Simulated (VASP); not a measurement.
# PtSe2 (P1) in VASP: single point with r2SCAN

Aim: the single point of PtSe2 with r2SCAN.

Everything below comes from runs of VASP 6.6.1. Logs are shortened: lines on timing, memory, paths and dates and some standing lists are left out, and cuts for length are marked.

### Step 1. The cell of the first run

The typed cell holds 3 atoms: a = 5.874 Å, b = 5.874 Å, c = 5.874 Å, α = 36.11°, β = 36.11°, γ = 36.11°.

### Step 2. Single point, r2SCAN

Input file POSCAR:

```
PtSe2
1.0
    1.8204971909      1.0510645433      5.4845021713
   -1.8204971909      1.0510645433      5.4845021713
    0.0000000000     -2.1021290863      5.4845021714
Pt Se
1 2
Direct
   -0.0184171070      0.0016191776      0.0108148887
    0.4518469604      0.4025801994      0.4103406866
    0.2591933363      0.2589631794      0.2284873677
```

Input file INCAR.step1:

```
SYSTEM = PtSe2
  PREC = Accurate
  ENCUT = 520
  ISMEAR = -1
  SIGMA = 0.086
  LREAL = .False.
  LASPH = .True.
  NELM = 60
  NBANDS = 18
  GGA = PE
  ALGO = Normal
  EDIFF = 1E-4
  LWAVE = .True.
  LCHARG = .False.
```

Input file INCAR.step2:

```
SYSTEM = PtSe2
  PREC = Accurate
  ENCUT = 520
  EDIFF = 1E-7
  ISMEAR = -1
  SIGMA = 0.086
  LREAL = .False.
  LASPH = .True.
  NELM = 60
  ALGO = Normal
  ISIF = 2
  LWAVE = .False.
  LCHARG = .False.
  METAGGA = R2SCAN
  LMIXTAU = .True.
  NBANDS = 18
  ISTART = 1
```

Input file KPOINTS:

```
Automatic mesh
0
Gamma
  4 4 4
  0 0 0
```

Potentials or basis: VASP PAW PBE potentials, release 64 (Pt, Se).

Launch:

```sh
$ cat potpaw_PBE.64/Pt/POTCAR potpaw_PBE.64/Se/POTCAR > POTCAR
$ cp INCAR.step1 INCAR
$ mpirun -np 1 vasp_std > vasp.out
$ cp INCAR.step2 INCAR
$ mpirun -np 1 vasp_std > vasp.out
```

OUTCAR:

```text
SYSTEM = PtSe2
   PREC = Accurate
   ENCUT = 520
   EDIFF = 1E-7
   ISMEAR = -1
   LREAL = .False.
   LASPH = .True.
   NELM = 60
   ISIF = 2
   METAGGA = R2SCAN
   ISTART = 1

 ion  position               nearest neighbor table
   1  0.982  0.002  0.011-   3 2.43   2 2.45   3 2.49   3 2.59   2 2.64   2 2.64
   2  0.452  0.403  0.410-   1 2.45   1 2.64   1 2.64
   3  0.259  0.259  0.228-   1 2.43   1 2.49   1 2.59

  LATTYP: Found a trigonal (rhomboedric) cell.
 ALAT       =     5.8735603141
 COS(alpha) =     0.8078647028

  Lattice vectors:

 A1 = (   1.8204971909,   1.0510645433,   5.4845021713)
 A2 = (  -1.8204971909,   1.0510645433,   5.4845021713)
 A3 = (   0.0000000000,  -2.1021290863,   5.4845021714)

Analysis of symmetry for initial positions (statically):
=====================================================================
 Subroutine PRICEL returns:
 Original cell was already a primitive cell.

 Routine SETGRP: Setting up the symmetry group for a
 trigonal (rhombohedral) supercell.

 Subroutine GETGRP returns: Found  1 space group operations
 (whereof  1 operations were pure point group operations)
 out of a pool of 12 trial point group operations.

The static configuration has the point symmetry C_1 .

Analysis of symmetry for dynamics (positions and initial velocities):
=====================================================================
 Subroutine PRICEL returns:
 Original cell was already a primitive cell.

 Routine SETGRP: Setting up the symmetry group for a
 trigonal (rhombohedral) supercell.

 Subroutine GETGRP returns: Found  1 space group operations
 (whereof  1 operations were pure point group operations)
 out of a pool of 12 trial point group operations.

The dynamic configuration has the point symmetry C_1 .

 Subroutine INISYM returns: Found  1 space group operations
 (whereof  1 operations are pure point group operations),
 and found     1 'primitive' translations

----------------------------------------------------------------------------------------

                                     Primitive cell

  volume of cell :      62.9663

  direct lattice vectors                    reciprocal lattice vectors
     1.820497191  1.051064543  5.484502171     0.274650245  0.158569393  0.060777318
    -1.820497191  1.051064543  5.484502171    -0.274650245  0.158569393  0.060777318
     0.000000000 -2.102129086  5.484502171     0.000000000 -0.317138786  0.060777318

  length of vectors
     5.873560314  5.873560314  5.873560314     0.322910037  0.322910037  0.322910037

  position of ions in fractional coordinates (direct lattice)
     0.981582893  0.001619178  0.010814889
     0.451846960  0.402580199  0.410340687
     0.259193336  0.258963179  0.228487368

  ion indices of the primitive-cell ions
   primitive index   ion index
                 1           1
                 2           2
                 3           3

----------------------------------------------------------------------------------------

 KPOINTS: Automatic mesh

Automatic generation of k-mesh.
 Grid dimensions read from file:
 generate k-points for:    4    4    4

 Generating k-lattice:

  Cartesian coordinates                     Fractional coordinates (reciprocal lattice)
     0.068662561  0.039642348  0.015194330     0.250000000 -0.000000000  0.000000000
    -0.068662561  0.039642348  0.015194330    -0.000000000  0.250000000  0.000000000
     0.000000000 -0.079284697  0.015194330     0.000000000  0.000000000  0.250000000

  Length of vectors
     0.080727509  0.080727509  0.080727509

  Shift w.r.t. Gamma in fractional coordinates (k-lattice)
     0.000000000  0.000000000  0.000000000

 Subroutine IBZKPT returns following result:
 ===========================================

 Found     36 irreducible k-points:

 Following reciprocal coordinates:
            Coordinates               Weight
  0.000000  0.000000  0.000000      1.000000
  0.250000  0.000000 -0.000000      2.000000
  0.000000  0.250000 -0.000000      2.000000
  0.000000  0.000000  0.250000      2.000000
  0.500000  0.000000 -0.000000      1.000000
  0.000000  0.500000 -0.000000      1.000000
[... 16 lines left out ...]
  0.250000  0.250000  0.250000      2.000000
  0.500000  0.250000  0.250000      2.000000
 [... further k-points ...]
   k-points           NKPTS =     36   k-points in BZ     NKDIM =     36   number of bands    NBANDS=     18
   number of dos      NEDOS =    301   number of ions     NIONS =      3
   total plane-waves  NPLWV = 110592
   dimension x,y,z NGX =    48 NGY =   48 NGZ =   48
   dimension x,y,z NGXF=    96 NGYF=   96 NGZF=   96
   ions per type =               1   2
   NGX,Y,Z   is equivalent  to a cutoff of  13.59, 13.59, 13.59 a.u.
   NGXF,Y,Z  is equivalent  to a cutoff of  27.17, 27.17, 27.17 a.u.
 SYSTEM =  PtSe2
   PREC   = accura    normal or accurate (medium, high low for compatibility)
   ISTART =      1    job   : 0-new  1-cont  2-samecut
   ICHARG =      0    charge: 1-file 2-atom 10-const
   ISPIN  =      1    spin polarized calculation?
   LNONCOLLINEAR =      F non collinear calculations
   LSORBIT =      F    spin-orbit coupling
   LASPH  =      T    aspherical Exc in radial PAW
   ENCUT  =  520.0 eV  38.22 Ry    6.18 a.u.  10.92 10.92 10.92*2*pi/ulx,y,z
   NELM   =     60;   NELMIN=  2; NELMDL=  0     # of ELM steps
   EDIFF  = 0.1E-06   stopping-criterion for ELM
   LREAL  =      F    real-space projection
   EDIFFG = 0.1E-05   stopping-criterion for IOM
   NSW    =      0    number of steps for IOM
   IBRION =     -1    ionic relax: 0-MD 1-quasi-New 2-CG
   NFREE  =      0    steps in history (QN), initial steepest desc. (CG)
   ISIF   =      2    stress and relaxation
   ISYM   =      2    0-nonsym 1-usesym 2-fastsym
   POTIM  = 0.5000    time-step for ionic-motion
   TEBEG  =    0.0;   TEEND  =   0.0 temperature during run
   PSTRESS=    0.0 pullay stress
   NELECT =      22.0000    total number of electrons
   NUPDOWN=      -1.0000    fix difference up-down
   EMIN   =  10.00;   EMAX   =-10.00  energy-range for DOS
   EFERMI =   0.00;   METHOD = LEGACY
   ISMEAR =    -1;   SIGMA  =   0.09  broadening in eV -4-tet -1-fermi 0-gaus
   EFERMI_NEDOS =   21; number of points for ismear=-14 and -15
   IALGO  =     38    algorithm
   IMIX   =      4    mixing-type and parameters
     AMIX     =   0.40;   BMIX     =  1.00
     AMIX_MAG =   1.60;   BMIX_MAG =  1.00
  volume/ion in A,a.u.               =      20.99       141.64
  Fermi-wavevector in a.u.,A,eV,Ry     =   1.153045  2.178940 18.089134  1.329514
  Thomas-Fermi vector in A             =   2.289692
   LORBIT       =      0    0 simple, 1 ext, 2 COOP (PROOUT), +10 PAW based schemes
   METAGGA = R2SCAN    functional components
   LHFCALC =     F    Hartree Fock is set to
   AEXX    =    0.0000 exact exchange contribution
   IVDW    =     0    specifies the selected vdW correction
   LEPSILON=     F    determine dielectric tensor
   LRPA    =     F    only Hartree local field effects (RPA)
 non-spin polarized calculation
  energy-cutoff  :      520.00
  volume of cell :       62.97
 maximum number of plane-waves:      1710
 NGX is ok and might be reduce to    48
   NGX = 21   NGY = 21   NGZ = 21

 number of electron      21.9999999 magnetization

 Free energy of the ion-electron system (eV)
  ---------------------------------------------------
  ext. energy  EPLUGINS =         0.00000000
  ---------------------------------------------------
  free energy    TOTEN  =       -80.06496035 eV

  energy without entropy =      -80.03179881  energy(sigma->0) =      -80.04837958

 E-fermi :   5.8888     XC(G=0): -11.1034

 val. band max:        5.8880998819   @ k =   0.5000   0.5000   0.2500
 cond. band min:       5.9494653138   @ k =   0.5000   0.2500  -0.2500
 fundamental gap:      0.0613654319
 Fermi energy:         5.8888166444

 k-point     1 :       0.0000    0.0000    0.0000
  band No.  band energies     occupation
      1     -10.4601      2.00000
      2      -7.7232      2.00000
      3      -1.8799      2.00000
      4       0.2734      2.00000
      5       0.4087      2.00000
      6       0.8277      2.00000
[... 10 lines left out ...]
     17      14.5677      0.00000
     18      16.0495      0.00000

 k-point     2 :       0.2500    0.0000   -0.0000
  band No.  band energies     occupation
      1      -9.8629      2.00000
      2      -7.7111      2.00000
      3      -1.2321      2.00000
      4      -0.2532      2.00000
      5       0.6764      2.00000
      6       0.8753      2.00000
[... 10 lines left out ...]
     17      15.6030      0.00000
     18      15.7310      0.00000

 k-point     3 :       0.0000    0.2500   -0.0000
  band No.  band energies     occupation
      1      -9.8983      2.00000
      2      -7.6526      2.00000
      3      -1.3272      2.00000
      4      -0.3161      2.00000
      5       0.4677      2.00000
      6       1.0256      2.00000
[... 10 lines left out ...]
     17      15.3026      0.00000
     18      15.8648      0.00000

 k-point     4 :       0.0000    0.0000    0.2500
  band No.  band energies     occupation
      1      -9.9093      2.00000
      2      -7.6468      2.00000
      3      -1.3477      2.00000
      4      -0.2165      2.00000
      5       0.3272      2.00000
      6       1.0250      2.00000
[... 375 lines left out ...]
      4      -0.1860      2.00000
      5       0.6050      2.00000
      6       0.7369      2.00000
[... 10 lines left out ...]
     17      13.8394      0.00000
     18      14.6087      0.00000

 k-point    23 :       0.2500    0.2500    0.2500
  band No.  band energies     occupation
      1     -10.2627      2.00000
      2      -8.1935      2.00000
      3      -1.0865      2.00000
      4       0.2588      2.00000
      5       0.3891      2.00000
      6       0.8392      2.00000
[... 10 lines left out ...]
     17      14.2723      0.00000
     18      16.6031      0.00000

 k-point    24 :       0.5000    0.2500    0.2500
  band No.  band energies     occupation
      1      -9.6061      2.00000
      2      -8.1886      2.00000
      3      -0.6252      2.00000
      4      -0.1616      2.00000
      5       0.6157      2.00000
      6       0.8490      2.00000
[... 10 lines left out ...]
     17      15.1408      0.00000
     18      15.4081      0.00000

 [... further k-points ...]

------------------------ aborting loop because EDIFF is reached ----------------------------------------

  FORCE on cell =-STRESS in cart. coord.  units (eV):
  Direction    XX          YY          ZZ          XY          YZ          ZX
  --------------------------------------------------------------------------------------
  -------------------------------------------------------------------------------------
  Total        2.0916559      0.8896101      1.9657827      0.6222212      0.2055457     -0.2797587
  in kB       53.2222174     22.6361428     50.0193725     15.8324271      5.2301146     -7.1184646
  external PRESSURE =      41.9592442 kB  Pullay stress =       0.0000000 kB

 VOLUME and BASIS-vectors are now :
 -----------------------------------------------------------------------------
  energy-cutoff  :      520.00
  volume of cell :       62.97
      direct lattice vectors                 reciprocal lattice vectors
     1.820497191  1.051064543  5.484502171     0.274650245  0.158569393  0.060777318
    -1.820497191  1.051064543  5.484502171    -0.274650245  0.158569393  0.060777318
     0.000000000 -2.102129086  5.484502171     0.000000000 -0.317138786  0.060777318

 POSITION                                       TOTAL-FORCE (eV/Angst)
 -----------------------------------------------------------------------------------
      1.78402      1.01067      5.45169         0.578016      0.565382      0.264487
      0.08969      0.03547      6.93662        -0.415789     -0.220707      0.430904
      0.00042      0.06431      4.09497        -0.162227     -0.344676     -0.695391
 -----------------------------------------------------------------------------------
    total drift:                                0.000020      0.000004     -0.000519

  FREE ENERGIE OF THE ION-ELECTRON SYSTEM (eV)
  ---------------------------------------------------
  free  energy   TOTEN  =       -80.0649603506 eV

  energy  without entropy=      -80.0317988111  energy(sigma->0) =      -80.04837958
```

Run time: 12 min. Hardware: 1 thread of Intel Xeon 8259CL, shared host; peak memory 0.36 GiB.

What came out:

```yaml
Free_energy: -80.0650 eV
Pressure: 4.2 GPa
Largest_force: 0.851 eV/Å
Band_gap_on_the_k_mesh: zero (bands 11 and 12 overlap by 0.98 eV)
```

Forces in eV/Å, atoms in the order of the input:
```
Pt   0.578  0.565  0.264
Se  -0.416 -0.221  0.431
Se  -0.162 -0.345 -0.695
```

Levels at points of the mesh, in eV from the Fermi level:
| k point | band 7 | band 8 | band 9 | band 10 | band 11 | band 12 | band 13 | band 14 | band 15 | band 16 |
| --- | --- | --- | --- | --- | --- | --- | --- | --- | --- | --- |
| (0.00, 0.00, 0.00) | -4.24 | -2.97 | -0.23 | 0.42 | 0.76 | 0.87 | 1.14 | 2.93 | 6.50 | 8.06 |
| (0.50, 0.00, 0.00) | -3.70 | -3.46 | -2.71 | -2.45 | -1.84 | 0.71 | 1.32 | 4.03 | 5.66 | 6.87 |
| (0.00, 0.50, 0.00) | -4.03 | -3.30 | -2.50 | -2.18 | -1.49 | 0.67 | 1.65 | 3.42 | 5.65 | 6.62 |
| (0.00, 0.00, 0.50) | -4.07 | -3.17 | -2.41 | -2.23 | -1.43 | 0.75 | 1.33 | 3.74 | 5.58 | 6.57 |
| (0.50, 0.50, 0.00) | -4.28 | -3.34 | -2.65 | -2.16 | -1.88 | 0.42 | 2.03 | 4.46 | 6.88 | 7.54 |
| (0.50, 0.00, 0.50) | -4.23 | -3.34 | -2.90 | -2.26 | -1.96 | 0.33 | 1.96 | 4.51 | 7.13 | 7.49 |
| (0.00, 0.50, 0.50) | -3.89 | -3.60 | -2.99 | -2.29 | -2.28 | 0.86 | 1.76 | 4.47 | 7.05 | 7.68 |
| (0.50, 0.50, 0.50) | -4.22 | -2.70 | -2.13 | 0.18 | 0.23 | 0.70 | 1.19 | 3.54 | 6.80 | 7.69 |

Caveat: the k points lie up to 0.51 Å⁻¹ apart, too coarse for converged energies and pressures of a metal; the atoms stand as in a frame of molecular dynamics; the PAW data sets were made with another functional, which shifts forces and pressure a little; spin-orbit coupling is left out, which moves the levels of the heavy elements.
